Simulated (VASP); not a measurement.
# NaF (Fm-3m) in VASP: further runs, part 2 of 2

VASP 6.6.1. The steps go on from the part before.

**3. Single point, PBE-based global hybrid with 35 % exact exchange**

Contents of POSCAR:

```
NaF
1.0
    0.0000000000      2.2971680881      2.2971680881
    2.2971680881      0.0000000000      2.2971680881
    2.2971680881      2.2971680881      0.0000000000
Na F
1 1
Direct
    0.0000000000      0.0000000000      0.0000000000
    0.5000000000      0.5000000000      0.5000000000
```

Contents of INCAR.step1:

```
SYSTEM = NaF
PREC = Accurate
ENCUT = 520
EDIFF = 1E-5
ISMEAR = 0
SIGMA = 0.01
LREAL = .False.
LASPH = .True.
NELM = 60
ALGO = Normal
ISIF = 2
LWAVE = .True.
LCHARG = .False.
GGA = PE
NBANDS = 14
```

Contents of INCAR.step2:

```
SYSTEM = NaF
PREC = Accurate
ENCUT = 520
EDIFF = 1E-7
ISMEAR = 0
SIGMA = 0.01
LREAL = .False.
LASPH = .True.
NELM = 60
ALGO = Normal
ISIF = 2
LWAVE = .False.
LCHARG = .False.
GGA = PE
LHFCALC = .True.
AEXX = 0.35
PRECFOCK = Normal
ISTART = 1
NBANDS = 14
```

Contents of KPOINTS:

```
Automatic mesh
0
Gamma
  4 4 4
  0 0 0
```

Potentials or basis: VASP PAW PBE potentials, release 64 (Na_pv, F).

Launch:

```sh
cat potpaw_PBE.64/Na_pv/POTCAR potpaw_PBE.64/F/POTCAR > POTCAR
cp INCAR.step1 INCAR
mpirun -np 1 vasp_std > vasp.out
cp INCAR.step2 INCAR
mpirun -np 1 vasp_std > vasp.out
```

OUTCAR:

```text
SYSTEM = NaF
   PREC = Accurate
   ENCUT = 520
   EDIFF = 1E-7
   ISMEAR = 0
   LREAL = .False.
   LASPH = .True.
   NELM = 60
   ISIF = 2
   GGA = PE
   LHFCALC = .True.
   AEXX = 0.35
   PRECFOCK = Normal
   ISTART = 1

 ion  position               nearest neighbor table
   1  0.000  0.000  0.000-   2 2.30   2 2.30   2 2.30   2 2.30   2 2.30   2 2.30
   2  0.500  0.500  0.500-   1 2.30   1 2.30   1 2.30   1 2.30   1 2.30   1 2.30

  LATTYP: Found a face centered cubic cell.
 ALAT       =     4.5943361762

  Lattice vectors:

 A1 = (   0.0000000000,   2.2971680881,   2.2971680881)
 A2 = (   2.2971680881,   0.0000000000,   2.2971680881)
 A3 = (   2.2971680881,   2.2971680881,   0.0000000000)

Analysis of symmetry for initial positions (statically):
=====================================================================
 Subroutine PRICEL returns:
 Original cell was already a primitive cell.

 Routine SETGRP: Setting up the symmetry group for a
 face centered cubic supercell.

 Subroutine GETGRP returns: Found 48 space group operations
 (whereof 48 operations were pure point group operations)
 out of a pool of 48 trial point group operations.

The static configuration has the point symmetry O_h .

Analysis of symmetry for dynamics (positions and initial velocities):
=====================================================================
 Subroutine PRICEL returns:
 Original cell was already a primitive cell.

 Routine SETGRP: Setting up the symmetry group for a
 face centered cubic supercell.

 Subroutine GETGRP returns: Found 48 space group operations
 (whereof 48 operations were pure point group operations)
 out of a pool of 48 trial point group operations.

The dynamic configuration has the point symmetry O_h .

 Subroutine INISYM returns: Found 48 space group operations
 (whereof 48 operations are pure point group operations),
 and found     1 'primitive' translations
[... 112 lines left out ...]
   HFSCREENC=   0.0000 screening length for correlation (either q_TF or 0.3 A-1)
   ENCUTFOCK=  -1.0 apply spherical cutoff to Coloumb kernel
   IVDW    =     0    specifies the selected vdW correction
   LEPSILON=     F    determine dielectric tensor
   LRPA    =     F    only Hartree local field effects (RPA)
 non-spin polarized calculation
 Gauss-broadening in eV      SIGMA  =   0.01
  energy-cutoff  :      520.00
  volume of cell :       24.24
 maximum number of plane-waves:       656
  NGX = 20; NGY = 20; NGZ = 20

 number of electron      13.9999992 magnetization

 Free energy of the ion-electron system (eV)
  ---------------------------------------------------
  ext. energy  EPLUGINS =         0.00000000
  ---------------------------------------------------
  free energy    TOTEN  =       -11.79137584 eV

  energy without entropy =      -11.79137584  energy(sigma->0) =      -11.79137584

 E-fermi :  -4.8994     XC(G=0):  -6.4010

 val. band max:       -4.9447092958   @ k =   0.0000   0.0000   0.0000
 cond. band min:       5.6556706939   @ k =   0.0000   0.0000   0.0000
 fundamental gap:     10.6003799897
 Fermi energy:        -4.8994499659

 k-point     1 :       0.0000    0.0000    0.0000
  band No.  band energies     occupation
      1     -26.3353      2.00000
      2     -25.7829      2.00000
      3     -25.7829      2.00000
      4     -25.7829      2.00000
      5      -4.9447      2.00000
      6      -4.9447      2.00000
      7      -4.9447      2.00000
      8       5.6557      0.00000
      9      18.7083      0.00000
     10      18.7083      0.00000
     11      18.7083      0.00000
     12      21.2136      0.00000
     13      24.1393      0.00000
     14      24.1393      0.00000
[... 105 lines left out ...]
      1     -26.4498      2.00000
      2     -25.8808      2.00000
      3     -25.8808      2.00000
      4     -25.4018      2.00000
      5      -5.8995      2.00000
      6      -5.8995      2.00000
      7      -5.5735      2.00000
      8      12.7897      0.00000
      9      12.7897      0.00000
     10      15.1335      0.00000
     11      16.8794      0.00000
     12      23.5724      0.00000
     13      23.5724      0.00000
     14      27.3390      0.00000

------------------------ aborting loop because EDIFF is reached ----------------------------------------

  FORCE on cell =-STRESS in cart. coord.  units (eV):
  Direction    XX          YY          ZZ          XY          YZ          ZX
  --------------------------------------------------------------------------------------
  -------------------------------------------------------------------------------------
  Total        0.1076970      0.1076970      0.1076970      0.0000000      0.0000000     -0.0000000
  in kB        7.1171428      7.1171428      7.1171428      0.0000000      0.0000000     -0.0000000
  external PRESSURE =       7.1171428 kB  Pullay stress =       0.0000000 kB

 VOLUME and BASIS-vectors are now :
 -----------------------------------------------------------------------------
  energy-cutoff  :      520.00
  volume of cell :       24.24
      direct lattice vectors                 reciprocal lattice vectors
     0.000000000  2.297168088  2.297168088    -0.217659301  0.217659301  0.217659301
     2.297168088  0.000000000  2.297168088     0.217659301 -0.217659301  0.217659301
     2.297168088  2.297168088  0.000000000     0.217659301  0.217659301 -0.217659301

 POSITION                                       TOTAL-FORCE (eV/Angst)
 -----------------------------------------------------------------------------------
      0.00000      0.00000      0.00000        -0.000000     -0.000000     -0.000000
      2.29717      2.29717      2.29717         0.000000      0.000000      0.000000
 -----------------------------------------------------------------------------------
    total drift:                                0.000000      0.000000      0.000000

  FREE ENERGIE OF THE ION-ELECTRON SYSTEM (eV)
  ---------------------------------------------------
  free  energy   TOTEN  =       -11.7913758365 eV

  energy  without entropy=      -11.7913758365  energy(sigma->0) =      -11.79137584
```

It took 74 s on 1 thread of Intel Xeon 6975P-C (Granite Rapids), shared host; peak memory 0.14 GiB.

Results:

```yaml
Free_energy: -11.7914 eV
Pressure: 0.7 GPa
Band_gap_on_the_k_mesh: 10.60 eV
```

Caveat: the k points lie up to 0.59 Å⁻¹ apart; the PAW data sets were made with another functional, which shifts forces and pressure a little.

**4. Single point, PBE-based screened hybrid with 75 % exact exchange**

POSCAR is that of step 3.

Contents of INCAR.step1:

```
  PREC = Accurate
  ENCUT = 520
  EDIFF = 1E-5
  ISMEAR = 0
  SIGMA = 0.01
  LREAL = F
  LASPH = T
  NELM = 100
  ALGO = Normal
  ISIF = 2
  LWAVE = T
  LCHARG = F
  GGA = PE
  NBANDS = 14
```

Contents of INCAR.step2:

```
  PREC = Accurate
  ENCUT = 520
  EDIFF = 1E-7
  ISMEAR = 0
  SIGMA = 0.01
  LREAL = F
  LASPH = T
  NELM = 100
  ALGO = Normal
  ISIF = 2
  LWAVE = F
  LCHARG = F
  GGA = PE
  LHFCALC = T
  AEXX = 0.75
  HFSCREEN = 0.2078
  PRECFOCK = Normal
  ISTART = 1
  NBANDS = 14
```

Contents of KPOINTS:

```
regular mesh
0
Gamma
  4 4 4
```

Launch:

```sh
cat potpaw_PBE.64/Na_pv/POTCAR potpaw_PBE.64/F/POTCAR > POTCAR
cp INCAR.step1 INCAR
mpirun -np 1 vasp_std > vasp.out
cp INCAR.step2 INCAR
mpirun -np 1 vasp_std > vasp.out
```

It took 80 s on 1 thread of Intel Xeon 6975P-C (Granite Rapids), shared host; peak memory 0.23 GiB.

It converged, with:

```yaml
Free_energy: -14.0243 eV
Pressure: -1.8 GPa
Band_gap_on_the_k_mesh: 13.12 eV
```

Levels at points of the mesh, in eV from the valence-band top:
```tsv
k point	band 3	band 4	band 5	band 6	band 7	band 8	band 9	band 10	band 11	band 12
(0.00, 0.00, 0.00)	-23.03	-23.03	0.00	0.00	0.00	13.12	26.46	26.46	26.46	28.59
(0.50, 0.00, 0.00)	-23.04	-22.38	-1.70	-0.30	-0.30	17.75	19.90	27.87	27.87	31.24
(0.50, 0.50, 0.00)	-23.08	-23.08	-1.41	-0.47	-0.47	20.10	20.54	21.16	28.04	28.04
```

Caveat: the k points lie up to 0.59 Å⁻¹ apart; the PAW data sets were made with another functional, which shifts forces and pressure a little.

**5. Single point, PBE-based global hybrid with 75 % exact exchange**

POSCAR is that of step 4.

Contents of INCAR.step1:

```
SYSTEM = NaF
  PREC = Accurate
  ENCUT = 520
  EDIFF = 1E-5
  ISMEAR = 0
  SIGMA = 0.01
  LREAL = .FALSE.
  LASPH = .TRUE.
  NELM = 60
  ALGO = Normal
  ISIF = 2
  LWAVE = .TRUE.
  LCHARG = .FALSE.
  GGA = PE
  NBANDS = 14
```

Contents of INCAR.step2:

```
SYSTEM = NaF
  PREC = Accurate
  ENCUT = 520
  EDIFF = 1E-7
  ISMEAR = 0
  SIGMA = 0.01
  LREAL = .FALSE.
  LASPH = .TRUE.
  NELM = 60
  ALGO = Normal
  ISIF = 2
  LWAVE = .FALSE.
  LCHARG = .FALSE.
  GGA = PE
  LHFCALC = .TRUE.
  AEXX = 0.75
  PRECFOCK = Normal
  ISTART = 1
  NBANDS = 14
```

Contents of KPOINTS:

```
regular mesh
0
G
  4 4 4
  0 0 0
```

Potentials or basis: VASP PAW PBE potentials, release 64 (Na_pv, F).

Launch:

```sh
cat potpaw_PBE.64/Na_pv/POTCAR potpaw_PBE.64/F/POTCAR > POTCAR
cp INCAR.step1 INCAR
mpirun -np 1 vasp_std > vasp.out
cp INCAR.step2 INCAR
mpirun -np 1 vasp_std > vasp.out
```

OUTCAR:

```text
SYSTEM = NaF
   PREC = Accurate
   ENCUT = 520
   EDIFF = 1E-7
   ISMEAR = 0
   LREAL = .FALSE.
   LASPH = .TRUE.
   NELM = 60
   ISIF = 2
   GGA = PE
   LHFCALC = .TRUE.
   AEXX = 0.75
   PRECFOCK = Normal
   ISTART = 1

 ion  position               nearest neighbor table
   1  0.000  0.000  0.000-   2 2.30   2 2.30   2 2.30   2 2.30   2 2.30   2 2.30
   2  0.500  0.500  0.500-   1 2.30   1 2.30   1 2.30   1 2.30   1 2.30   1 2.30

  LATTYP: Found a face centered cubic cell.
 ALAT       =     4.5943361762

[... 314 lines left out ...]
------------------------ aborting loop because EDIFF is reached ----------------------------------------

  FORCE on cell =-STRESS in cart. coord.  units (eV):
  Direction    XX          YY          ZZ          XY          YZ          ZX
  --------------------------------------------------------------------------------------
  -------------------------------------------------------------------------------------
  Total       -0.3325769     -0.3325769     -0.3325769      0.0000000      0.0000000     -0.0000000
  in kB      -21.9783102    -21.9783102    -21.9783102      0.0000000      0.0000000     -0.0000000
  external PRESSURE =     -21.9783102 kB  Pullay stress =       0.0000000 kB

 VOLUME and BASIS-vectors are now :
 -----------------------------------------------------------------------------
  energy-cutoff  :      520.00
  volume of cell :       24.24
      direct lattice vectors                 reciprocal lattice vectors
     0.000000000  2.297168088  2.297168088    -0.217659301  0.217659301  0.217659301
     2.297168088  0.000000000  2.297168088     0.217659301 -0.217659301  0.217659301
     2.297168088  2.297168088  0.000000000     0.217659301  0.217659301 -0.217659301

 POSITION                                       TOTAL-FORCE (eV/Angst)
 -----------------------------------------------------------------------------------
      0.00000      0.00000      0.00000        -0.000000      0.000000     -0.000000
      2.29717      2.29717      2.29717         0.000000      0.000000      0.000000
 -----------------------------------------------------------------------------------
    total drift:                               -0.000000      0.000000     -0.000000

  FREE ENERGIE OF THE ION-ELECTRON SYSTEM (eV)
  ---------------------------------------------------
  free  energy   TOTEN  =       -15.6431939234 eV

  energy  without entropy=      -15.6431939234  energy(sigma->0) =      -15.64319392
```

Wall time 84 s (1 thread of Intel Xeon 6975P-C (Granite Rapids), shared host); peak memory 0.13 GiB.

What came out:

```yaml
Free_energy: -15.6432 eV
Pressure: -2.2 GPa
Band_gap_on_the_k_mesh: 15.51 eV
```

Caveat: the k points lie up to 0.59 Å⁻¹ apart; the PAW data sets were made with another functional, which shifts forces and pressure a little.

**6. The runs side by side**

```csv
level,share of exact exchange,screening parameter,gap on the mesh (eV),pressure (GPa)
HSE06,0.25,0.2079 1/Å,8.61,1.6
PBE-based global hybrid with 35 % exact exchange,0.35,-,10.60,0.7
PBE-based screened hybrid with 75 % exact exchange,0.75,0.2078 1/Å,13.12,-1.8
PBE-based global hybrid with 75 % exact exchange,0.75,-,15.51,-2.2
```

Alike in all rows: task single point; potentials or basis VASP PAW PBE potentials, release 64 (Na_pv, F); no spin polarisation; cell as given; k mesh 4 × 4 × 4; cutoff (eV) 520; smearing gaussian 0.01 eV.

Caveats: all runs use coarse meshes; the PAW data sets were made with another functional, which shifts forces and pressure a little.

Absolute energies hang on the potentials; compare differences alone.
